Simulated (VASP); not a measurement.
# CO (P2_13) in VASP: a series of runs

CO is run at these levels: PBE; tasks: relaxation of cell and atoms.

Program: VASP 6.6.1. These are calculated values, not measurements. Logs are shortened: lines on timing, memory, paths and dates and some standing lists are left out, and cuts for length are marked.

## Step 1: The cell of the first run

Symmetry: P2_13, No. 198, cubic system. The conventional cell has a = 5.764 Å, b = 5.764 Å, c = 5.764 Å, α = 90.00°, β = 90.00°, γ = 90.00°. C (site symmetry 3) has 1 O at 1.13 Å within 1.5 Å. Within 1.5 Å of O (site symmetry 3) lie 1 C at 1.13 Å.

## Step 2: Relaxation of cell and atoms, PBE

Input file INCAR:

```
SYSTEM = CO
ALGO     = Normal         ! electronic algorithm
EDIFF    = 1E-7           ! SCF threshold, eV
EDIFFG   = -0.01          ! ionic threshold
ENCUT    = 600            ! plane-wave cutoff, eV
GGA      = PE             ! functional
GGA_COMPAT= .FALSE.      
IBRION   = 2              ! ionic algorithm
ISIF     = 3              ! what is computed and relaxed
ISMEAR   = 0              ! smearing method
LASPH    = .TRUE.         ! aspherical terms in the spheres
LCHARG   = .FALSE.        ! write CHGCAR
LREAL    = .FALSE.        ! projectors in reciprocal space
LWAVE    = .FALSE.        ! write WAVECAR
NELM     = 120            ! most SCF steps
NELMIN   = 4            
NSW      = 100            ! ionic steps
PREC     = Accurate       ! precision mode
SIGMA    = 0.02           ! smearing width, eV
```

Input file KPOINTS:

```
k-points
0
G
  4 4 4
  0 0 0
```

Input file POSCAR:

```
CO
1.0
    5.7637801402      0.0000000000      0.0000000000
    0.0000000000      5.7637801402      0.0000000000
    0.0000000000      0.0000000000      5.7637801402
C O
4 4
Direct
    0.9639538687      0.9639538687      0.9639538687
    0.5360461313      0.0360461313      0.4639538687
    0.4639538687      0.5360461313      0.0360461313
    0.0360461313      0.4639538687      0.5360461313
    0.0776133924      0.0776133924      0.0776133924
    0.4223866076      0.9223866076      0.5776133924
    0.5776133924      0.4223866076      0.9223866076
    0.9223866076      0.5776133924      0.4223866076
```

Potentials or basis: VASP PAW PBE potentials, release 64 (C, O).

Launch:

```sh
$ cat potpaw_PBE.64/C/POTCAR potpaw_PBE.64/O/POTCAR > POTCAR
$ mpirun -np 1 vasp_std > vasp.out
```

OUTCAR:

```text
SYSTEM = CO
   EDIFF = 1E-7
   EDIFFG = -0.01
   ENCUT = 600
   GGA = PE
   IBRION = 2
   ISIF = 3
   ISMEAR = 0
   LASPH = .TRUE.
   LREAL = .FALSE.
   NELM = 120
   NELMIN = 4
   NSW = 100
   PREC = Accurate

 ion  position               nearest neighbor table
   1  0.964  0.964  0.964-   5 1.13
   2  0.536  0.036  0.464-   6 1.13
   3  0.464  0.536  0.036-   7 1.13
   4  0.036  0.464  0.536-   8 1.13
   5  0.078  0.078  0.078-   1 1.13
   6  0.422  0.922  0.578-   2 1.13
   7  0.578  0.422  0.922-   3 1.13
   8  0.922  0.578  0.422-   4 1.13

  LATTYP: Found a simple cubic cell.
 ALAT       =     5.7637801402

  Lattice vectors:

 A1 = (   5.7637801402,   0.0000000000,   0.0000000000)
 A2 = (   0.0000000000,   5.7637801402,   0.0000000000)
 A3 = (   0.0000000000,   0.0000000000,   5.7637801402)

Analysis of symmetry for initial positions (statically):
=====================================================================
 Subroutine PRICEL returns:
 Original cell was already a primitive cell.

 Routine SETGRP: Setting up the symmetry group for a
 simple cubic supercell.

 Subroutine GETGRP returns: Found 12 space group operations
 (whereof  3 operations were pure point group operations)
 out of a pool of 48 trial point group operations.

The static configuration has the point symmetry C_3 .
 The point group associated with its full space group is T   .

Analysis of symmetry for dynamics (positions and initial velocities):
=====================================================================
 Subroutine PRICEL returns:
 Original cell was already a primitive cell.

 Routine SETGRP: Setting up the symmetry group for a
 simple cubic supercell.

 Subroutine GETGRP returns: Found 12 space group operations
 (whereof  3 operations were pure point group operations)
 out of a pool of 48 trial point group operations.

The dynamic configuration has the point symmetry C_3 .
 The point group associated with its full space group is T   .

 Subroutine INISYM returns: Found 12 space group operations
 (whereof  3 operations are pure point group operations),
 and found     1 'primitive' translations

----------------------------------------------------------------------------------------

                                     Primitive cell

  volume of cell :     191.4795

[... 72 lines left out ...]
   dimension x,y,z NGXF=    96 NGYF=   96 NGZF=   96
   ions per type =               4   4
   NGX,Y,Z   is equivalent  to a cutoff of  13.84, 13.84, 13.84 a.u.
   NGXF,Y,Z  is equivalent  to a cutoff of  27.69, 27.69, 27.69 a.u.
 SYSTEM =  CO
   PREC   = accura    normal or accurate (medium, high low for compatibility)
   ISTART =      0    job   : 0-new  1-cont  2-samecut
   ICHARG =      2    charge: 1-file 2-atom 10-const
   ISPIN  =      1    spin polarized calculation?
   LNONCOLLINEAR =      F non collinear calculations
   LSORBIT =      F    spin-orbit coupling
   LASPH  =      T    aspherical Exc in radial PAW
   ENCUT  =  600.0 eV  44.10 Ry    6.64 a.u.  11.51 11.51 11.51*2*pi/ulx,y,z
   NELM   =    120;   NELMIN=  4; NELMDL= -5     # of ELM steps
   EDIFF  = 0.1E-06   stopping-criterion for ELM
   LREAL  =      F    real-space projection
   EDIFFG = -.1E-01   stopping-criterion for IOM
   NSW    =    100    number of steps for IOM
   IBRION =      2    ionic relax: 0-MD 1-quasi-New 2-CG
   NFREE  =      1    steps in history (QN), initial steepest desc. (CG)
   ISIF   =      3    stress and relaxation
   ISYM   =      2    0-nonsym 1-usesym 2-fastsym
   POTIM  = 0.5000    time-step for ionic-motion
   TEBEG  =    0.0;   TEEND  =   0.0 temperature during run
   PSTRESS=    0.0 pullay stress
   NELECT =      40.0000    total number of electrons
   NUPDOWN=      -1.0000    fix difference up-down
   EMIN   =  10.00;   EMAX   =-10.00  energy-range for DOS
   EFERMI =   0.00;   METHOD = LEGACY
   ISMEAR =     0;   SIGMA  =   0.02  broadening in eV -4-tet -1-fermi 0-gaus
   EFERMI_NEDOS =   21; number of points for ismear=-14 and -15
   IALGO  =     38    algorithm
   IMIX   =      4    mixing-type and parameters
     AMIX     =   0.40;   BMIX     =  1.00
     AMIX_MAG =   1.60;   BMIX_MAG =  1.00
  volume/ion in A,a.u.               =      23.93       161.52
  Fermi-wavevector in a.u.,A,eV,Ry     =   0.971376  1.835635 12.838070  0.943572
  Thomas-Fermi vector in A             =   2.101588
   LORBIT       =      0    0 simple, 1 ext, 2 COOP (PROOUT), +10 PAW based schemes
   GGA     = PE    functional components
   LHFCALC =     F    Hartree Fock is set to
   AEXX    =    0.0000 exact exchange contribution
   IVDW    =     0    specifies the selected vdW correction
   LEPSILON=     F    determine dielectric tensor
   LRPA    =     F    only Hartree local field effects (RPA)
 conjugate gradient relaxation of ions
 non-spin polarized calculation
 Gauss-broadening in eV      SIGMA  =   0.02
  energy-cutoff  :      600.00
  volume of cell :      191.48
 maximum number of plane-waves:      6432
 NGX is ok and might be reduce to    48
   NGX = 23   NGY = 23   NGZ = 23

--------------------------------------- Ionic step        1  -------------------------------------------

 number of electron      40.0000002 magnetization

 Free energy of the ion-electron system (eV)
  ---------------------------------------------------
  ext. energy  EPLUGINS =         0.00000000
  ---------------------------------------------------
  free energy    TOTEN  =       -59.26984691 eV

  energy without entropy =      -59.26984691  energy(sigma->0) =      -59.26984691

------------------------ aborting loop because EDIFF is reached ----------------------------------------

  FORCE on cell =-STRESS in cart. coord.  units (eV):
  Direction    XX          YY          ZZ          XY          YZ          ZX
  --------------------------------------------------------------------------------------
  -------------------------------------------------------------------------------------
  Total        1.5540922      1.5540922      1.5540922      0.0000000      0.0000000      0.0000000
  in kB       13.0036463     13.0036463     13.0036463      0.0000000      0.0000000      0.0000000
  external PRESSURE =      13.0036463 kB  Pullay stress =       0.0000000 kB
[... 323 lines left out ...]
--------------------------------------- Ionic step        9  -------------------------------------------

 number of electron      40.0000013 magnetization

 Free energy of the ion-electron system (eV)
  ---------------------------------------------------
  ext. energy  EPLUGINS =         0.00000000
  ---------------------------------------------------
  free energy    TOTEN  =       -59.28983881 eV

  energy without entropy =      -59.28983881  energy(sigma->0) =      -59.28983881

 E-fermi :  -5.5196     XC(G=0):  -6.0963

 val. band max:       -5.6934877478   @ k =   0.2500   0.0000   0.0000
 cond. band min:       0.4248736974   @ k =   0.2500   0.2500   0.0000
 fundamental gap:      6.1183614452
 Fermi energy:        -5.5195536506

 k-point     1 :       0.0000    0.0000    0.0000
  band No.  band energies     occupation
      1     -26.1218      2.00000
      2     -26.0838      2.00000
      3     -26.0838      2.00000
      4     -26.0838      2.00000
      5     -10.9720      2.00000
      6     -10.9720      2.00000
[... 332 lines left out ...]
  FREE ENERGIE OF THE ION-ELECTRON SYSTEM (eV)
  ---------------------------------------------------
  free  energy   TOTEN  =       -59.2898388070 eV

  energy  without entropy=      -59.2898388070  energy(sigma->0) =      -59.28983881

 reached required accuracy - stopping structural energy minimisation
```

Wall time 8.7 min (1 thread of Intel Xeon 8259CL, shared host); peak memory 0.35 GiB.

What came out:

| Property | Result |
| --- | --- |
| Free energy | -59.2898 eV |
| Relaxed volume | 25.15 Å³/atom |
| Relaxed cell | a = 5.860 Å, b = 5.860 Å, c = 5.860 Å, α = 90.00°, β = 90.00°, γ = 90.00° |
| Space group after relaxing (to 0.1 Å) | P2_13 (No. 198) |
| Energy gained by relaxing | 2.5 meV/atom |
| Ionic steps | 9 |
| Pressure after relaxing | 0.1 GPa |
| Largest force after relaxing | 0.006 eV/Å |
| Band gap on the k mesh | 6.12 eV |

Forces in eV/Å, atoms in the order of the input:
```
C   -0.003 -0.003 -0.003
C    0.003  0.003 -0.003
C   -0.003  0.003  0.003
C    0.003 -0.003  0.003
O    0.003  0.003  0.003
O   -0.003 -0.003  0.003
O    0.003 -0.003 -0.003
O   -0.003  0.003 -0.003
```

Step by step:
```csv
step,energy change (eV),largest force (eV/Å),pressure (GPa),volume (Å³)
1,0.0000,0.9217,1.30,191.48
2,1.5484,7.5951,-10.00,196.91
3,-0.0145,0.1083,0.00,191.92
4,-0.0147,0.0230,0.11,191.88
5,-0.0147,0.0066,0.13,191.87
6,-0.0151,0.0071,0.12,192.29
7,-0.0161,0.0077,0.11,193.55
8,-0.0177,0.0067,0.09,196.08
9,-0.0200,0.0056,0.06,201.22
```

Final structure:
```cif
data_structure
_symmetry_space_group_name_H-M 'P 1'
_symmetry_Int_Tables_number 1
_cell_length_a 5.8599
_cell_length_b 5.8599
_cell_length_c 5.8599
_cell_angle_alpha 90.000
_cell_angle_beta 90.000
_cell_angle_gamma 90.000
_cell_volume 201.22
loop_
_atom_site_label
_atom_site_type_symbol
_atom_site_fract_x
_atom_site_fract_y
_atom_site_fract_z
_atom_site_occupancy
C1 C 0.96456 0.96456 0.96456 1
C2 C 0.53544 0.03544 0.46456 1
C3 C 0.46456 0.53544 0.03544 1
C4 C 0.03544 0.46456 0.53544 1
O1 O 0.07714 0.07714 0.07714 1
O2 O 0.42286 0.92286 0.57714 1
O3 O 0.57714 0.42286 0.92286 1
O4 O 0.92286 0.57714 0.42286 1
```

Caveat: this functional lacks dispersion, which holds the molecules together, so the pressure and a relaxed volume are unreliable.

## Step 3: Relaxation of cell and atoms, PBE

This run uses another cell than the first one, of 28.34 Å³/atom.

Input file INCAR:

```
PREC = Accurate
ENCUT = 600
EDIFF = 1E-7
ISMEAR = 0
SIGMA = 0.02
LREAL = F
LASPH = T
NELM = 120
ALGO = Normal
ISIF = 3
LWAVE = F
LCHARG = F
GGA = PE
IBRION = 2
NSW = 100
EDIFFG = -0.01
GGA_COMPAT = F
NELMIN = 4
```

Input file KPOINTS:

```
regular mesh
0
Gamma
  4 4 4
```

Input file POSCAR:

```
CO
1.0
    6.0978309349      0.0000000000      0.0000000000
    0.0000000000      6.0978309349      0.0000000000
    0.0000000000      0.0000000000      6.0978309349
C O
4 4
Direct
    0.9661477803      0.9661477803      0.9661477803
    0.5338522197      0.0338522197      0.4661477803
    0.4661477803      0.5338522197      0.0338522197
    0.0338522197      0.4661477803      0.5338522197
    0.0736114394      0.0736114394      0.0736114394
    0.4263885606      0.9263885606      0.5736114394
    0.5736114394      0.4263885606      0.9263885606
    0.9263885606      0.5736114394      0.4263885606
```

Potentials or basis: VASP PAW PBE potentials, release 64 (C, O).

Launch:

```sh
$ cat potpaw_PBE.64/C/POTCAR potpaw_PBE.64/O/POTCAR > POTCAR
$ mpirun -np 1 vasp_std > vasp.out
```

Run time: 22 min. Hardware: 1 thread of Intel Xeon 8259CL, shared host; peak memory 0.38 GiB.

The run converged. Its results:

```yaml
Free_energy: -59.3355 eV
Relaxed_volume: 24.92 Å³/atom
Relaxed_cell: a = 5.842 Å, b = 5.842 Å, c = 5.842 Å, α = 90.00°, β = 90.00°, γ = 90.00°
Space_group_after_relaxing_to_0.1_Å: P2_13 (No. 198)
Energy_gained_by_relaxing: 3.5 meV/atom
Ionic_steps: 16
Pressure_after_relaxing: 0.0 GPa
Largest_force_after_relaxing: 0.008 eV/Å
Band_gap_on_the_k_mesh: 6.11 eV
```

Forces on the atoms (eV/Å):
```
C   -0.003 -0.003 -0.003
C    0.003  0.003 -0.003
C   -0.003  0.003  0.003
C    0.003 -0.003  0.003
O    0.005  0.005  0.005
O   -0.005 -0.005  0.005
O    0.005 -0.005 -0.005
O   -0.005  0.005 -0.005
```

Step by step:
| step | energy change (eV) | largest force (eV/Å) | pressure (GPa) | volume (Å³) |
| --- | --- | --- | --- | --- |
| 1 | 0.0000 | 0.9074 | 0.82 | 226.74 |
| 2 | 1.4313 | 7.3508 | -8.45 | 231.53 |
| 3 | -0.0135 | 0.0634 | -0.21 | 227.12 |
| 4 | -0.0136 | 0.0060 | -0.14 | 227.10 |
| 5 | -0.0136 | 0.0223 | -0.12 | 227.09 |
| 6 | -0.0142 | 0.0220 | -0.12 | 226.46 |
| 7 | -0.0158 | 0.0225 | -0.12 | 224.60 |
| 8 | -0.0189 | 0.0275 | -0.10 | 220.89 |
| 9 | -0.0240 | 0.0533 | -0.03 | 213.61 |
| 10 | -0.0274 | 0.1699 | 0.22 | 199.53 |
| 11 | -0.0277 | 0.1074 | 0.15 | 199.23 |
| 12 | -0.0278 | 0.0208 | 0.05 | 198.82 |
| 13 | -0.0278 | 0.0238 | 0.05 | 198.84 |
| 14 | -0.0279 | 0.0224 | 0.05 | 198.89 |
| 15 | -0.0279 | 0.0173 | 0.04 | 199.05 |
| 16 | -0.0279 | 0.0079 | 0.02 | 199.37 |

Final structure:
```cif
data_structure
_symmetry_space_group_name_H-M 'P 1'
_symmetry_Int_Tables_number 1
_cell_length_a 5.8419
_cell_length_b 5.8419
_cell_length_c 5.8419
_cell_angle_alpha 90.000
_cell_angle_beta 90.000
_cell_angle_gamma 90.000
_cell_volume 199.37
loop_
_atom_site_label
_atom_site_type_symbol
_atom_site_fract_x
_atom_site_fract_y
_atom_site_fract_z
_atom_site_occupancy
C1 C 0.96364 0.96364 0.96364 1
C2 C 0.53636 0.03636 0.46364 1
C3 C 0.46364 0.53636 0.03636 1
C4 C 0.03636 0.46364 0.53636 1
O1 O 0.07655 0.07655 0.07655 1
O2 O 0.42346 0.92346 0.57654 1
O3 O 0.57654 0.42346 0.92346 1
O4 O 0.92346 0.57654 0.42346 1
```

Levels at points of the mesh, in eV from the valence-band top:
```tsv
k point	band 17	band 18	band 19	band 20	band 21	band 22	band 23	band 24
(0.00, 0.00, 0.00)	-0.95	-0.03	-0.03	-0.03	6.29	6.29	6.29	6.83
(0.50, 0.00, 0.00)	-0.46	-0.46	0.00	0.00	6.14	6.14	6.73	6.73
(0.50, 0.50, 0.00)	-0.29	-0.29	-0.17	-0.17	6.30	6.30	6.56	6.56
(0.50, 0.50, 0.50)	-0.24	-0.24	-0.24	-0.24	6.57	6.57	6.57	6.57
```

Caveat: this functional lacks dispersion, which holds the molecules together, so the pressure and a relaxed volume are unreliable. A k mesh can miss the band edges.
